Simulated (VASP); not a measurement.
Set up this calculation in VASP 6.6.1, as the native input.

```yaml
Task: electric field gradients
Functional: LDA
Potentials_or_basis: VASP PAW LDA potentials, release 64 (Ti_sv)
Cutoff: 400 eV
k_mesh: 15 × 15 × 15
Occupations: fermi-dirac, width 0.05 eV
Spin: no spin polarisation
Dipole_correction: no
Further_INCAR_settings: ALGO = Normal; EDIFF = 1e-08; NBANDS = 12
```

The structure of Ti lies in POSCAR:

```
Ti
1.0
    0.0000000000      2.0706000000      2.0300000000
    2.0706000000      0.0000000000      2.0300000000
    2.0706000000      2.0706000000      0.0000000000
Ti
1
Direct
    0.0000000000      0.0000000000      0.0000000000
```

This cell differs from its parent crystal: equal xx and yy strain of +2 %.

One way to write it, as run:

INCAR

```
SYSTEM = Ti
ALGO = Normal ; EDIFF = 1E-8
ENCUT = 400 ; GGA_COMPAT = .FALSE.
ISIF = 2 ; ISMEAR = -1
LASPH = .TRUE. ; LCHARG = .FALSE.
LEFG = .TRUE. ; LREAL = .FALSE.
LWAVE = .FALSE. ; NBANDS = 12
NELM = 120 ; PREC = Accurate
SIGMA = 0.05
```

KPOINTS

```
k-points
0
G
  15 15 15
  0 0 0
```

Potentials or basis: VASP PAW LDA potentials, release 64 (Ti_sv).

Run with:

```bash
$ cat potpaw_LDA.64/Ti_sv/POTCAR > POTCAR
$ mpirun -np 1 vasp_std > vasp.out
```

Results of the run:

```yaml
Pressure: -9.5 GPa
Band_gap_on_the_k_mesh: zero (bands 6 and 7 overlap by 1.10 eV)
Largest_electric_field_gradient_by_atom: Ti +1.1 V/Å²
```

Caveat: the cell differs from its parent crystal (equal xx and yy strain of +2 %); the cell stands under tension; without QUAD_EFG the Cq values of the log hold for a quadrupole moment of 1 mb, not for the nuclei.

Run time: 74 s on 1 thread of AMD EPYC 7R43 64-Core Processor (Zen 3) (shared host), peak memory 0.11 GiB.
